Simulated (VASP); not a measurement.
**AlP: single point with PBEsol**

The system is AlP, a slab with vacuum.

```
CELL_PARAMETERS angstrom
3.86812 0.00000 0.00000
0.00000 10.94069 0.00000
0.00000 0.00000 20.80218
ATOMIC_POSITIONS crystal
Al 0.50000 0.75000 0.36054
Al 0.50000 0.25000 0.36054
Al 0.00000 0.50000 0.45351
Al 0.00000 0.00000 0.45351
Al 0.50146 0.25009 0.54999
Al 0.50143 0.75025 0.55009
Al 0.00201 0.96343 0.61768
Al 0.00132 0.46315 0.61744
P 0.00000 0.12500 0.36054
P 0.00000 0.62500 0.36054
P 0.50000 0.87500 0.45351
P 0.50000 0.37500 0.45351
P 0.00135 0.62669 0.54679
P 0.00149 0.12659 0.54678
P 0.50131 0.36098 0.64716
P 0.50198 0.86116 0.64731
```

```
Program             : VASP 6.6.1
Task                : single point
Functional          : PBEsol
Potentials or basis : VASP PAW PBE potentials, release 64 (Al, P)
Cutoff              : 400 eV
k mesh              : 7 × 3 × 1
Occupations         : gaussian, width 0.05 eV
Spin                : no spin polarisation
```

The largest force is 1.998 eV/Å and the band gap on the k mesh is 1.03 eV.

Forces in eV/Å, atoms in the order of the input:
```
Al   0.001 -1.316  1.503
Al   0.001 -1.315  1.501
Al   0.002  0.424 -0.089
Al   0.002  0.417 -0.091
Al  -0.002 -0.001  0.007
Al  -0.003 -0.002  0.005
Al  -0.002 -0.004 -0.005
Al  -0.001  0.002  0.004
P    0.000  0.585 -1.152
P    0.001  0.584 -1.153
P    0.004  0.311 -0.266
P    0.004  0.311 -0.269
P   -0.001  0.001 -0.003
P   -0.004  0.001 -0.003
P    0.000  0.002  0.007
P   -0.003 -0.001  0.004
```

Levels at points of the mesh, in eV from the valence-band top:
```
           k point  band 30  band 31  band 32  band 33  band 34  band 35
(0.00, 0.00, 0.00)    -0.20    -0.17    -0.17     1.26     1.29     1.73
```

Wall time 14 min on 1 thread of Intel(R) Xeon(R) Platinum 8375C CPU @ 2.90GHz (Ice Lake), on a shared host, peak memory 0.68 GiB.

Caveat: the PAW data sets were made with another functional, which shifts forces and pressure a little.
